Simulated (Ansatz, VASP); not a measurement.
**CdSe: VASP beside Ansatz**

File POSCAR:

```
CdSe
1.0
    4.3190200477      0.0000000000      0.0000000000
   -2.1595100239      3.7403810808      0.0000000000
    0.0000000000      0.0000000000      7.0412627492
Cd Se
2 2
Direct
    0.3333333333      0.6666666667     -0.0004760039
    0.6666666667      0.3333333333      0.4995239961
    0.3333333333      0.6666666667      0.3754760039
    0.6666666667      0.3333333333      0.8754760039
```

The input INCAR.step1:

```
SYSTEM = CdSe
PREC = Accurate
ENCUT = 520
ISMEAR = 0
SIGMA = 0.01
LREAL = .False.
LASPH = .True.
NELM = 80
NBANDS = 26
GGA = PE
ALGO = Normal
EDIFF = 1E-4
LWAVE = .True.
LCHARG = .False.
```

The input INCAR.step2:

```
SYSTEM = CdSe
PREC = Accurate
ENCUT = 520
EDIFF = 1E-6
ISMEAR = 0
SIGMA = 0.01
LREAL = .False.
LASPH = .True.
NELM = 80
ALGO = Normal
ISIF = 2
LWAVE = .False.
LCHARG = .False.
METAGGA = R2SCAN
LMIXTAU = .True.
NBANDS = 26
ISTART = 1
```

KPOINTS

```
Automatic mesh
0
Gamma
  12 12 4
  0 0 0
```

Input for Ansatz:

```yaml
crystal:
  lattice:
    - [4.3190200477, 0.0, 0.0]
    - [-2.1595100239, 3.7403810808, 0.0]
    - [0.0, 0.0, 7.0412627492]
  atoms:
    - { symbol: Cd, position: [0.3333333333, 0.6666666667, -0.0004760039] }
    - { symbol: Cd, position: [0.6666666667, 0.3333333333, 0.4995239961] }
    - { symbol: Se, position: [0.3333333333, 0.6666666667, 0.3754760039] }
    - { symbol: Se, position: [0.6666666667, 0.3333333333, 0.8754760039] }
kpoints:
  mp_grid: { grid: [12, 12, 4] }
  band_path:
    path:
      - [0.0, 0.0, 0.0]
      - [0.5, 0.0, 0.0]
      - [0.3333333333, 0.3333333333, 0.0]
      - [0.0, 0.0, 0.5]
      - [0.5, 0.0, 0.5]
      - [0.3333333333, 0.3333333333, 0.5]
    npoints: 1
hamiltonian:
  xc: r2scan
scf:
  occupations: { method: fixed }
  n_extra_bands: 5
output:
  forces: true
  stress: true
  eigenvalues: true
```

Change from the starting cell: hydrostatic strain -0.5%.

Alike in both runs: task single point; functional r2SCAN; k mesh 12 × 12 × 4; no spin polarisation.

```csv
,VASP,Ansatz
version,VASP 6.6.1,Ansatz 0.2.0
potentials or method,"VASP PAW PBE potentials, release 64 (Cd, Se)","plane waves, PAW"
plane-wave cutoff (eV),520,500
occupations,"gaussian, width 0.01 eV",fixed
valence electrons in the cell,36,72
```

VASP gave:

```
gap on the k mesh at the Fermi level (eV) : 1.13
pressure (GPa)                            : 1.1
```

Which values does Ansatz return?

gap on the k mesh at the Fermi level (eV): 1.14; pressure (GPa): 0.8.

VASP's potentials were made for PBE, not for r2SCAN. VASP's potentials hold 36 valence electrons a cell and Ansatz's 72, so a difference there can come from the potentials and not from the codes.
